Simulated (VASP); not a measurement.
Write the native input for VASP 6.6.1 that does the following.

- Task: single point
- Functional: PBE
- Potentials or basis: VASP PAW PBE potentials, release 64 (Bi_d, P)
- Cutoff: 520 eV
- k mesh: 4 × 4 × 4
- Occupations: gaussian, width 0.1 eV
- Spin: no spin polarisation
- Dipole correction: no
- Further INCAR settings: ALGO = Normal; EDIFF = 1e-07; NBANDS = 28

The structure of BiP lies in POSCAR:

```
BiP
1.0
    2.3831056056     -5.5508831419      0.0000000000
    2.3831056056      5.5508831419      0.0000000000
    0.0000000000      0.0000000000      4.4681703288
Bi P
2 2
Direct
    0.7590477351      0.2409522649      0.7500000000
    0.2409522649      0.7590477351      0.2500000000
    0.5187422145      0.4812577855      0.7500000000
    0.4812577855      0.5187422145      0.2500000000
```

The input as run:

INCAR

```
ALGO = Normal
EDIFF = 1E-7
ENCUT = 520
GGA = PE
ISIF = 2
ISMEAR = 0
LASPH = True
LCHARG = False
LREAL = False
LWAVE = False
NBANDS = 28
NELM = 100
PREC = Accurate
SIGMA = 0.1
```

KPOINTS

```
k-points
0
Gamma
  4 4 4
```

Potentials or basis: VASP PAW PBE potentials, release 64 (Bi_d, P).

Command:

```console
$ cat potpaw_PBE.64/Bi_d/POTCAR potpaw_PBE.64/P/POTCAR > POTCAR
$ mpirun -np 1 vasp_std > vasp.out
```

Results of the run:

```json
{
  "Pressure": "0.0 GPa",
  "Largest force": "0.017 eV/Å",
  "Band gap on the k mesh": "zero (band 20 reaches 5.14 eV, above the bottom of band 21 at 4.92 eV)"
}
```

Caveat: spin-orbit coupling is left out, which moves the levels of the heavy elements.

Wall time 60 s on 1 thread of Intel(R) Xeon(R) Platinum 8488C (Sapphire Rapids) (shared host), peak memory 0.28 GiB.
